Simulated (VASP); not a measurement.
# Tl (P6/mmm) in VASP: further runs

Runs on Tl. Level: PBEsol. Tasks: single point, relaxation of cell and atoms.

Program: VASP 6.6.1. These are calculated values, not measurements. Logs are shortened: lines on timing, memory, paths and dates and some standing lists are left out, and cuts for length are marked.

## 1. The cell of the first run

Symmetry: P6/mmm, No. 191, hexagonal system. The conventional cell has a = 3.306 Å, b = 3.306 Å, c = 3.148 Å, α = 90.00°, β = 90.00°, γ = 120.00°. Tl (site symmetry 6/mmm) has 8 Tl at 3.15 to 3.31 Å within 4.1 Å.

## 2. Single point, PBEsol

INCAR reads:

```
SYSTEM = Tl
PREC     = Accurate       ! precision mode
ENCUT    = 520            ! plane-wave cutoff, eV
EDIFF    = 1E-6           ! SCF threshold, eV
ISMEAR   = 0              ! smearing method
SIGMA    = 0.1            ! smearing width, eV
LREAL    = .FALSE.        ! projectors in reciprocal space
LASPH    = .TRUE.         ! aspherical terms in the spheres
NELM     = 100            ! most SCF steps
ALGO     = Normal         ! electronic algorithm
ISIF     = 2              ! what is computed and relaxed
LWAVE    = .FALSE.        ! write WAVECAR
LCHARG   = .TRUE.         ! write CHGCAR
GGA      = PS             ! functional
LELF     = .TRUE.         ! ELF
LVHAR    = .TRUE.       
NBANDS   = 12             ! bands
```

KPOINTS reads:

```
Automatic mesh
0
G
  21 21 18
  0 0 0
```

POSCAR reads:

```
Tl
1.0
    3.3062089622      0.0000000000      0.0000000000
   -1.6531044811      2.8632609515      0.0000000000
    0.0000000000      0.0000000000      3.1484920645
Tl
1
Direct
    0.0000000000      0.0000000000      0.0000000000
```

Potentials or basis: VASP PAW PBE potentials, release 64 (Tl_d).

Command:

```
> cat potpaw_PBE.64/Tl_d/POTCAR > POTCAR
> mpirun -np 1 vasp_std > vasp.out
```

OUTCAR:

```text
SYSTEM = Tl
   PREC = Accurate
   ENCUT = 520
   EDIFF = 1E-6
   ISMEAR = 0
   LREAL = .FALSE.
   LASPH = .TRUE.
   NELM = 100
   ISIF = 2
   GGA = PS

 ion  position               nearest neighbor table
   1  0.000  0.000  0.000-

  LATTYP: Found a hexagonal cell.
 ALAT       =     3.3062089622
 C/A-ratio  =     0.9522967545

  Lattice vectors:

 A1 = (   3.3062089622,   0.0000000000,   0.0000000000)
 A2 = (  -1.6531044811,   2.8632609515,   0.0000000000)
 A3 = (   0.0000000000,   0.0000000000,   3.1484920645)

Analysis of symmetry for initial positions (statically):
=====================================================================
 Subroutine PRICEL returns:
 Original cell was already a primitive cell.

 Routine SETGRP: Setting up the symmetry group for a
 hexagonal supercell.

 Subroutine GETGRP returns: Found 24 space group operations
 (whereof 24 operations were pure point group operations)
 out of a pool of 24 trial point group operations.

The static configuration has the point symmetry D_6h.

Analysis of symmetry for dynamics (positions and initial velocities):
=====================================================================
 Subroutine PRICEL returns:
 Original cell was already a primitive cell.

 Routine SETGRP: Setting up the symmetry group for a
 hexagonal supercell.

 Subroutine GETGRP returns: Found 24 space group operations
 (whereof 24 operations were pure point group operations)
 out of a pool of 24 trial point group operations.

The dynamic configuration has the point symmetry D_6h.

 Subroutine INISYM returns: Found 24 space group operations
 (whereof 24 operations are pure point group operations),
 and found     1 'primitive' translations

----------------------------------------------------------------------------------------

                                     Primitive cell

  volume of cell :      29.8053

  direct lattice vectors                    reciprocal lattice vectors
     3.306208962  0.000000000  0.000000000     0.302461221  0.174626067  0.000000000
    -1.653104481  2.863260952  0.000000000     0.000000000  0.349252135  0.000000000
     0.000000000  0.000000000  3.148492065     0.000000000  0.000000000  0.317612362

  length of vectors
     3.306208962  3.306208962  3.148492065     0.349252135  0.349252135  0.317612362

  position of ions in fractional coordinates (direct lattice)
     0.000000000  0.000000000  0.000000000

  ion indices of the primitive-cell ions
   primitive index   ion index
                 1           1

----------------------------------------------------------------------------------------

 KPOINTS: Automatic mesh

Automatic generation of k-mesh.
 Grid dimensions read from file:
 generate k-points for:   21   21   18

 Generating k-lattice:

  Cartesian coordinates                     Fractional coordinates (reciprocal lattice)
     0.014402915  0.008315527  0.000000000     0.047619048  0.000000000  0.000000000
     0.000000000  0.016631054  0.000000000     0.000000000  0.047619048  0.000000000
     0.000000000  0.000000000  0.017645131     0.000000000  0.000000000  0.055555556

  Length of vectors
     0.016631054  0.016631054  0.017645131

  Shift w.r.t. Gamma in fractional coordinates (k-lattice)
     0.000000000  0.000000000  0.000000000

 Subroutine IBZKPT returns following result:
 ===========================================

 Found    480 irreducible k-points:

 Following reciprocal coordinates:
            Coordinates               Weight
  0.000000  0.000000  0.000000      1.000000
  0.047619  0.000000  0.000000      6.000000
  0.095238  0.000000  0.000000      6.000000
  0.142857  0.000000  0.000000      6.000000
  0.190476  0.000000  0.000000      6.000000
  0.238095  0.000000  0.000000      6.000000
[... 16 lines left out ...]
  0.142857  0.095238  0.000000     12.000000
  0.190476  0.095238  0.000000     12.000000
 [... further k-points ...]
   k-points           NKPTS =    480   k-points in BZ     NKDIM =    480   number of bands    NBANDS=     12
   number of dos      NEDOS =    301   number of ions     NIONS =      1
   total plane-waves  NPLWV =  18816
   dimension x,y,z NGX =    28 NGY =   28 NGZ =   24
   dimension x,y,z NGXF=    56 NGYF=   56 NGZF=   48
   ions per type =               1
   NGX,Y,Z   is equivalent  to a cutoff of  14.08, 14.08, 12.67 a.u.
   NGXF,Y,Z  is equivalent  to a cutoff of  28.16, 28.16, 25.34 a.u.
 SYSTEM =  Tl
   PREC   = accura    normal or accurate (medium, high low for compatibility)
   ISTART =      0    job   : 0-new  1-cont  2-samecut
   ICHARG =      2    charge: 1-file 2-atom 10-const
   ISPIN  =      1    spin polarized calculation?
   LNONCOLLINEAR =      F non collinear calculations
   LSORBIT =      F    spin-orbit coupling
   LASPH  =      T    aspherical Exc in radial PAW
   ENCUT  =  520.0 eV  38.22 Ry    6.18 a.u.   6.15  6.15  5.85*2*pi/ulx,y,z
   NELM   =    100;   NELMIN=  2; NELMDL= -5     # of ELM steps
   EDIFF  = 0.1E-05   stopping-criterion for ELM
   LREAL  =      F    real-space projection
   EDIFFG = 0.1E-04   stopping-criterion for IOM
   NSW    =      0    number of steps for IOM
   IBRION =     -1    ionic relax: 0-MD 1-quasi-New 2-CG
   NFREE  =      0    steps in history (QN), initial steepest desc. (CG)
   ISIF   =      2    stress and relaxation
   ISYM   =      2    0-nonsym 1-usesym 2-fastsym
   POTIM  = 0.5000    time-step for ionic-motion
   TEBEG  =    0.0;   TEEND  =   0.0 temperature during run
   PSTRESS=    0.0 pullay stress
   NELECT =      13.0000    total number of electrons
   NUPDOWN=      -1.0000    fix difference up-down
   EMIN   =  10.00;   EMAX   =-10.00  energy-range for DOS
   EFERMI =   0.00;   METHOD = LEGACY
   ISMEAR =     0;   SIGMA  =   0.10  broadening in eV -4-tet -1-fermi 0-gaus
   EFERMI_NEDOS =   21; number of points for ismear=-14 and -15
   IALGO  =     38    algorithm
   IMIX   =      4    mixing-type and parameters
     AMIX     =   0.40;   BMIX     =  1.00
     AMIX_MAG =   1.60;   BMIX_MAG =  1.00
  volume/ion in A,a.u.               =      29.81       201.14
  Fermi-wavevector in a.u.,A,eV,Ry     =   1.241532  2.346156 20.972052  1.541402
  Thomas-Fermi vector in A             =   2.375926
   LORBIT       =      0    0 simple, 1 ext, 2 COOP (PROOUT), +10 PAW based schemes
   GGA     = PS    functional components
   LHFCALC =     F    Hartree Fock is set to
   AEXX    =    0.0000 exact exchange contribution
   IVDW    =     0    specifies the selected vdW correction
   LEPSILON=     F    determine dielectric tensor
   LRPA    =     F    only Hartree local field effects (RPA)
 non-spin polarized calculation
 Gauss-broadening in eV      SIGMA  =   0.10
  energy-cutoff  :      520.00
  volume of cell :       29.81
 maximum number of plane-waves:       822
 NGX is ok and might be reduce to    28
   NGX = 13   NGY = 13   NGZ = 11

 number of electron      13.0000000 magnetization

 Free energy of the ion-electron system (eV)
  ---------------------------------------------------
  ext. energy  EPLUGINS =         0.00000000
  ---------------------------------------------------
  free energy    TOTEN  =        -2.54392998 eV

  energy without entropy =       -2.54135603  energy(sigma->0) =       -2.54264300

 E-fermi :   6.0414     XC(G=0): -10.1164

 val. band max:        6.0411387436   @ k =   0.2857   0.2857   0.2778
 cond. band min:       6.0493064507   @ k =   0.3333   0.2857   0.0556
 fundamental gap:      0.0081677072
 Fermi energy:         6.0413640936

 k-point     1 :       0.0000    0.0000    0.0000
  band No.  band energies     occupation
      1      -6.2012      2.00000
      2      -5.6403      2.00000
      3      -5.6403      2.00000
      4      -5.0954      2.00000
      5      -5.0954      2.00000
      6      -3.9922      2.00000
      7      12.7103      0.00000
      8      15.2202      0.00000
      9      15.2202      0.00000
     10      16.5574      0.00000
     11      17.0739      0.00000
     12      19.8850      0.00000

 k-point     2 :       0.0476    0.0000    0.0000
  band No.  band energies     occupation
      1      -6.1944      2.00000
      2      -5.6448      2.00000
      3      -5.6272      2.00000
      4      -5.1022      2.00000
      5      -5.0969      2.00000
      6      -3.9466      2.00000
      7      12.7685      0.00000
      8      14.6401      0.00000
      9      15.0585      0.00000
     10      16.6485      0.00000
     11      16.9365      0.00000
     12      20.1574      0.00000

 k-point     3 :       0.0952    0.0000    0.0000
  band No.  band energies     occupation
      1      -6.1754      2.00000
      2      -5.6584      2.00000
      3      -5.5890      2.00000
      4      -5.1220      2.00000
      5      -5.1013      2.00000
      6      -3.8078      2.00000
      7      12.9417      0.00000
      8      13.3977      0.00000
      9      14.6394      0.00000
     10      16.5448      0.00000
     11      16.9049      0.00000
     12      20.6506      0.00000
[... 286 lines left out ...]
 k-point    23 :       0.1429    0.0952    0.0000
  band No.  band energies     occupation
      1      -6.1030      2.00000
      2      -5.7043      2.00000
      3      -5.4419      2.00000
      4      -5.2032      2.00000
      5      -5.1242      2.00000
      6      -3.0873      2.00000
      7      10.2653      0.00000
      8      12.2837      0.00000
      9      13.7740      0.00000
     10      17.0128      0.00000
     11      17.4538      0.00000
     12      20.7377      0.00000

 k-point    24 :       0.1905    0.0952    0.0000
  band No.  band energies     occupation
      1      -6.0744      2.00000
      2      -5.7271      2.00000
      3      -5.3677      2.00000
      4      -5.2419      2.00000
      5      -5.1359      2.00000
      6      -2.6476      2.00000
      7       8.9258      0.00000
      8      11.6196      0.00000
      9      14.2457      0.00000
     10      17.0533      0.00000
     11      17.5549      0.00000
     12      21.4387      0.00000

 [... further k-points ...]

------------------------ aborting loop because EDIFF is reached ----------------------------------------

  FORCE on cell =-STRESS in cart. coord.  units (eV):
  Direction    XX          YY          ZZ          XY          YZ          ZX
  --------------------------------------------------------------------------------------
  -------------------------------------------------------------------------------------
  Total       -0.0041444     -0.0041444     -0.0077316      0.0000000      0.0000000      0.0000000
  in kB       -0.2227835     -0.2227835     -0.4156075      0.0000000      0.0000000      0.0000000
  external PRESSURE =      -0.2870582 kB  Pullay stress =       0.0000000 kB

 VOLUME and BASIS-vectors are now :
 -----------------------------------------------------------------------------
  energy-cutoff  :      520.00
  volume of cell :       29.81
      direct lattice vectors                 reciprocal lattice vectors
     3.306208962  0.000000000  0.000000000     0.302461221  0.174626067  0.000000000
    -1.653104481  2.863260952  0.000000000     0.000000000  0.349252135  0.000000000
     0.000000000  0.000000000  3.148492065     0.000000000  0.000000000  0.317612362

 POSITION                                       TOTAL-FORCE (eV/Angst)
 -----------------------------------------------------------------------------------
      0.00000      0.00000      0.00000         0.000000      0.000000      0.000000
 -----------------------------------------------------------------------------------
    total drift:                               -0.000000     -0.000000      0.000000

  FREE ENERGIE OF THE ION-ELECTRON SYSTEM (eV)
  ---------------------------------------------------
  free  energy   TOTEN  =        -2.5439299766 eV

  energy  without entropy=       -2.5413560288  energy(sigma->0) =       -2.54264300
```

It took 73 s on 1 thread of Intel Xeon Platinum 8259CL at 2.50GHz (Skylake/Cascade Lake), shared host; peak memory 0.28 GiB.

What came out:

```
Free energy : -2.5439 eV
Pressure    : 0.0 GPa
```

Levels at points of the mesh, in eV from the Fermi level:
| k point | band 3 | band 4 | band 5 | band 6 | band 7 | band 8 | band 9 | band 10 | band 11 | band 12 |
| --- | --- | --- | --- | --- | --- | --- | --- | --- | --- | --- |
| (0.00, 0.00, 0.00) | -11.68 | -11.14 | -11.14 | -10.03 | 6.67 | 9.18 | 9.18 | 10.52 | 11.03 | 13.84 |
| (0.00, 0.00, 0.50) | -11.63 | -11.45 | -11.45 | -6.60 | -3.32 | 12.61 | 12.61 | 13.10 | 13.23 | 15.00 |

Caveat: the PAW data sets were made with another functional, which shifts forces and pressure a little; spin-orbit coupling is left out, which moves the levels of the heavy elements.

## 3. Relaxation of cell and atoms, PBEsol

This run uses another cell than the first one, of 30.52 Å³/atom, 1.024 times its volume.

INCAR reads:

```
SYSTEM = Tl
ALGO = Normal
EDIFF = 1E-6
EDIFFG = -0.01
ENCUT = 600
GGA = PS
IBRION = 2
ISIF = 3
ISMEAR = 0
LASPH = .TRUE.
LCHARG = .FALSE.
LREAL = .FALSE.
LWAVE = .FALSE.
NELM = 100
NSW = 100
PREC = Accurate
SIGMA = 0.1
```

KPOINTS reads:

```
k-points
0
G
  21 21 18
  0 0 0
```

POSCAR reads:

```
Tl
1.0
    3.3535284639      0.0000000000      0.0000000000
   -1.6767642320      2.9042408421      0.0000000000
    0.0000000000      0.0000000000      3.1334531585
Tl
1
Direct
    0.0000000000      0.0000000000      0.0000000000
```

Potentials or basis: VASP PAW PBE potentials, release 64 (Tl_d).

Command:

```
> cat potpaw_PBE.64/Tl_d/POTCAR > POTCAR
> mpirun -np 1 vasp_std > vasp.out
```

Wall time 5.6 min (1 thread of Intel Xeon Platinum 8259CL at 2.50GHz (Skylake/Cascade Lake), shared host); peak memory 0.32 GiB.

Results (log left out):

* Free energy: -2.5441 eV
* Relaxed volume: 29.78 Å³/atom
* Relaxed cell: a = 3.307 Å, b = 3.307 Å, c = 3.145 Å, α = 90.00°, β = 90.00°, γ = 120.00°
* Space group after relaxing (to 0.05 Å): P6/mmm (No. 191)
* Energy gained by relaxing: 3.2 meV/atom
* Ionic steps: 6
* Pressure after relaxing: 0.0 GPa

The path:
```
step  energy change (eV)  largest force (eV/Å)  pressure (GPa)  volume (Å³)
   1              0.0000                0.0000           -0.73        30.52
   2             -0.0029                0.0000           -0.12        29.91
   3             -0.0031                0.0000            0.15        29.69
   4             -0.0031                0.0000            0.08        29.73
   5             -0.0031                0.0000            0.09        29.71
   6             -0.0032                0.0000            0.01        29.78
```

Final structure:
```xyz
1
Lattice="3.3066 0.0000 0.0000 -1.6533 2.8636 0.0000 0.0000 0.0000 3.1449" Properties=species:S:1:pos:R:3 pbc="T T T"
Tl    0.0000    0.0000    0.0000
```

Levels at points of the mesh, in eV from the Fermi level:
```
           k point  band 5  band 6  band 7  band 8  band 9  band 10
(0.00, 0.00, 0.00)  -11.14  -10.04    6.70    9.17    9.17    10.55
(0.00, 0.00, 0.50)  -11.45   -6.59   -3.32   12.61   12.61    13.10
```

Caveat: the PAW data sets were made with another functional, which shifts forces and pressure a little; spin-orbit coupling is left out, which moves the levels of the heavy elements.

## 4. Single point, PBEsol

This run uses another cell than the first one, of 30.52 Å³/atom, 1.024 times its volume.

INCAR reads:

```
SYSTEM = Tl
PREC = Accurate ; ENCUT = 520
EDIFF = 1E-6 ; ISMEAR = 0
SIGMA = 0.1 ; LREAL = .False.
LASPH = .True. ; NELM = 100
ALGO = Normal ; ISIF = 2
LWAVE = .False. ; LCHARG = .False.
GGA = PS ; NBANDS = 12
```

KPOINTS reads:

```
regular mesh
0
Gamma
  6 6 6
  0 0 0
```

POSCAR is that of step 3.

Command:

```
> cat potpaw_PBE.64/Tl_d/POTCAR > POTCAR
> mpirun -np 1 vasp_std > vasp.out
```

Run time: 6.2 s. Hardware: 1 thread of Intel Xeon Platinum 8259CL at 2.50GHz (Skylake/Cascade Lake), shared host; peak memory 0.15 GiB.

The run converged. Its results:

- Free energy: -2.5153 eV
- Pressure: -0.7 GPa

Stress tensor (GPa, compression positive):
```
-1.43  0.00  0.00
 0.00 -1.43  0.00
 0.00  0.00  0.90
```

Levels at points of the mesh, in eV from the Fermi level:
```tsv
k point	band 3	band 4	band 5	band 6	band 7	band 8	band 9	band 10
(0.00, 0.00, 0.00)	-11.73	-11.19	-11.19	-9.95	6.90	8.67	8.67	10.61
(0.50, 0.00, 0.00)	-11.45	-11.25	-11.16	-5.79	-2.97	4.84	8.84	10.73
(0.00, 0.00, 0.50)	-11.66	-11.52	-11.52	-6.47	-3.25	12.08	12.08	12.87
(0.50, 0.00, 0.50)	-11.62	-11.13	-10.92	-2.74	-0.37	0.06	5.02	7.66
```

Caveat: the k points lie up to 0.36 Å⁻¹ apart; the PAW data sets were made with another functional, which shifts forces and pressure a little; spin-orbit coupling is left out, which moves the levels of the heavy elements.

## 5. Overview

```csv
task,cell,k mesh,cutoff (eV),gap on the mesh (eV),pressure (GPa)
single point,"a = 3.306, b = 3.306, c = 3.148 Å, angles 90.0, 90.0, 120.0°, 1 atom",21 × 21 × 18,520,none,0.0
relaxation of cell and atoms,"relaxed from a = 3.354, b = 3.354, c = 3.133 Å, angles 90.0, 90.0, 120.0°, 1 atom",21 × 21 × 18,600,none,0.0
single point,"a = 3.354, b = 3.354, c = 3.133 Å, angles 90.0, 90.0, 120.0°, 1 atom",6 × 6 × 6,520,none,-0.7
```

Alike in all rows: level PBEsol; potentials or basis VASP PAW PBE potentials, release 64 (Tl_d); no spin polarisation; smearing gaussian 0.1 eV.

Caveats: some runs use coarse meshes; the PAW data sets were made with another functional, which shifts forces and pressure a little; spin-orbit coupling is left out, which moves the levels of the heavy elements.

Total energies depend on the potentials used, so only differences within one code and one set of settings carry meaning.
